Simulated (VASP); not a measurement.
A run of VASP 6.6.1 is set up as follows.

INCAR

```
SYSTEM = Al2Ru
ALGO = Fast ; EDIFF = 1E-6
ENCUT = 520 ; GGA = PS
ISIF = 2 ; ISMEAR = 1
LASPH = .TRUE. ; LCHARG = .FALSE.
LREAL = .FALSE. ; LWAVE = .FALSE.
NBANDS = 17 ; NELM = 80
PREC = Accurate ; SIGMA = 0.05
```

The input KPOINTS:

```
k-points
0
G
  18 18 18
  0 0 0
```

File POSCAR:

```
Al2Ru
1.0
   -1.5604216200      1.5604216200      4.2218055900
    1.5604216200     -1.5604216200      4.2218055900
    1.5604216200      1.5604216200     -4.2218055900
Al Ru
2 1
Direct
    0.6592021900      0.6592021900      0.0000000000
    0.3407978100      0.3407978100      0.0000000000
    0.0000000000      0.0000000000      0.0000000000
```

Potentials or basis: VASP PAW PBE potentials, release 64 (Al, Ru_pv).

Run with:

```console
$ cat potpaw_PBE.64/Al/POTCAR potpaw_PBE.64/Ru_pv/POTCAR > POTCAR
$ mpirun -np 1 vasp_std > vasp.out
```

Q: What does it give for the pressure?

A: -0.4 GPa.

Q: Estimate the largest force.

A: 0.041 eV/Å.

Q: Predict the band gap on the k mesh.

A: Zero (bands 10 and 11 overlap by 0.18 eV).

Stress tensor (GPa, compression positive):
```
-0.17  0.00  0.00
 0.00 -0.17  0.00
 0.00  0.00 -0.73
```

Caveat: the PAW data sets were made with another functional, which shifts forces and pressure a little.
